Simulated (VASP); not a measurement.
A run of VASP 6.6.1:

POSCAR

```
CaSe
1.0
    0.0000000000      3.4107438220      3.4107438220
    3.4107438220      0.0000000000      3.4107438220
    3.4107438220      3.4107438220      0.0000000000
Ca Se
1 1
Direct
    0.0000000000      0.0000000000      0.0000000000
    0.2500000000      0.2500000000      0.2500000000
```

File INCAR.step1:

```
SYSTEM = CaSe
  ALGO = Normal
  EDIFF = 1E-5
  ENCUT = 520
  GGA = PE
  ISIF = 2
  ISMEAR = 0
  LASPH = .True.
  LREAL = .False.
  LWAVE = .True.
  NBANDS = 15
  NELM = 80
  PREC = Accurate
  SIGMA = 0.01
```

INCAR.step2

```
SYSTEM = CaSe
  ALGO = Normal
  EDIFF = 1E-6
  ENCUT = 520
  GGA = PE
  HFSCREEN = 0.2079
  ISIF = 2
  ISMEAR = 0
  ISTART = 1
  LASPH = .True.
  LCHARG = .True.
  LELF = .True.
  LHFCALC = .True.
  LREAL = .False.
  LVHAR = .True.
  LWAVE = .False.
  NBANDS = 15
  NELM = 80
  PREC = Accurate
  PRECFOCK = Normal
  SIGMA = 0.01
```

Contents of KPOINTS:

```
k-points
0
Gamma
  4 4 4
  0 0 0
```

Potentials or basis: VASP PAW PBE potentials, release 64 (Ca_sv, Se).

The run is started by

```sh
$ cat potpaw_PBE.64/Ca_sv/POTCAR potpaw_PBE.64/Se/POTCAR > POTCAR
$ cp INCAR.step1 INCAR
$ mpirun -np 1 vasp_std > vasp.out
$ cp INCAR.step2 INCAR
$ mpirun -np 1 vasp_std > vasp.out
```

Hardware: 1 thread of Intel(R) Xeon(R) Platinum 8375C CPU @ 2.90GHz (Ice Lake), on a shared host.

**Question.** Estimate the wall time of this run.

**Answer.** Wall time 8.2 min on 1 thread of Intel(R) Xeon(R) Platinum 8375C CPU @ 2.90GHz (Ice Lake) (shared host), peak memory 0.31 GiB. Counts: k points 8.
